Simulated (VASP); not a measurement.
# F: single point with PBEsol

Slab: F, a slab with vacuum.

```
F
1.0
     9.00000    0.00000    0.00000
     0.00000    9.20000    0.00000
     0.00000    0.00000   10.40000
F
2
Direct
  0.50000 0.50000 0.43278
  0.50000 0.50000 0.56722
```

| Quantity | Value |
| --- | --- |
| Program | VASP 6.6.1 |
| Task | single point |
| Functional | PBEsol |
| Potentials or basis | VASP PAW PBE potentials, release 64 (F) |
| Cutoff | 520 eV |
| k mesh | 1 × 1 × 1 |
| Occupations | fermi-dirac, width 0.01 eV |
| Spin | no spin polarisation |
| Dipole correction | no |
| Further INCAR settings | ALGO = Normal; EDIFF = 1e-06; NBANDS = 14 |

```json
{"Largest force": "0.435 eV/Å", "Band gap on the k mesh": "3.66 eV"}
```

Forces in eV/Å, atoms in the order of the input:
```
F    0.000  0.000 -0.435
F    0.000  0.000  0.435
```

Levels at points of the mesh, in eV from the valence-band top:
| k point | band 4 | band 5 | band 6 | band 7 | band 8 | band 9 | band 10 | band 11 |
| --- | --- | --- | --- | --- | --- | --- | --- | --- |
| (0.00, 0.00, 0.00) | -3.56 | -3.56 | 0.00 | 0.00 | 3.66 | 8.91 | 10.30 | 10.37 |

Run time: 35 s on 1 thread of AMD EPYC 9R45 96-Core Processor (Zen 5), on a shared host, peak memory 0.66 GiB.

Caveat: the PAW data sets were made with another functional, which shifts forces and pressure a little.
